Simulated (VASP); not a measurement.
Input of a VASP 6.6.1 run:

File INCAR:

```
SYSTEM = Eu
PREC     = Accurate       ! precision mode
ENCUT    = 520            ! plane-wave cutoff, eV
EDIFF    = 1E-6           ! SCF threshold, eV
ISMEAR   = -1             ! smearing method
SIGMA    = 0.05           ! smearing width, eV
LREAL    = .False.        ! projectors in reciprocal space
LASPH    = .True.         ! aspherical terms in the spheres
NELM     = 150            ! most SCF steps
ALGO     = Normal         ! electronic algorithm
ISIF     = 2              ! what is computed and relaxed
LWAVE    = .False.        ! write WAVECAR
LCHARG   = .False.        ! write CHGCAR
ISPIN    = 2              ! spin polarisation
MAGMOM   = 14             ! initial moments
LORBIT   = 11             ! projections on sites
NUPDOWN  = 14.0           ! fixed moment
LMAXMIX  = 6              ! l up to which the mixer works
GGA      = PE             ! functional
NBANDS   = 18             ! bands
```

File KPOINTS:

```
Automatic mesh
0
Gamma
  7 7 7
  0 0 0
```

File POSCAR:

```
Eu
1.0
    0.0000000000      2.7893026914      2.7893026914
    2.7893026914      0.0000000000      2.7893026914
    2.7893026914      2.7893026914      0.0000000000
Eu
1
Direct
    0.0000000000      0.0000000000      0.0000000000
```

Potentials or basis: VASP PAW PBE potentials, release 64 (Eu).

Run with:

```console
$ cat potpaw_PBE.64/Eu/POTCAR > POTCAR
$ mpirun -np 1 vasp_std > vasp.out
```

Q: Estimate the pressure.

A: -3.9 GPa.

Caveat: the cell stands under tension; the total moment is fixed, so each spin has its own Fermi level. The state reached can hang on the start; a lower one may exist.
